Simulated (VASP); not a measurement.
BP, 4 atoms in the cell. Symmetry: Cmcm, No. 63, orthorhombic system. Conventional cell: a = 2.890 Å, b = 13.593 Å, c = 2.909 Å, α = 90.00°, β = 90.00°, γ = 90.00°. B (site symmetry m2m) has 5 P at 1.99 to 2.18 Å and 4 B at 2.41 Å within 2.6 Å. Within 2.6 Å of P (site symmetry m2m) lie 5 B at 1.99 to 2.18 Å. The cell was built from a structure type or drawn by symmetry, and may not be a known phase.

- Program: VASP 6.6.1
- Task: single point
- Functional: PBE
- Potentials or basis: VASP PAW PBE potentials, release 64 (B, P)
- Cutoff: 520 eV
- k mesh: 16 × 16 × 16
- Occupations: gaussian, width 0.1 eV
- Spin: no spin polarisation
- Dipole correction: no
- Further INCAR settings: ALGO = Normal; EDIFF = 1e-06; NBANDS = 16

Potentials or basis: VASP PAW PBE potentials, release 64 (B, P).

Command:

```sh
$ cat potpaw_PBE.64/B/POTCAR potpaw_PBE.64/P/POTCAR > POTCAR
$ mpirun -np 1 vasp_std > vasp.out
```

Hardware: 1 thread of Intel(R) Xeon(R) Platinum 8259CL CPU @ 2.50GHz (Skylake/Cascade Lake), on a shared host.

Estimate the wall time of this run.

Wall time 38 min on 1 thread of Intel(R) Xeon(R) Platinum 8259CL CPU @ 2.50GHz (Skylake/Cascade Lake), on a shared host, peak memory 0.63 GiB. Counts: scf iterations 14, k points 657.
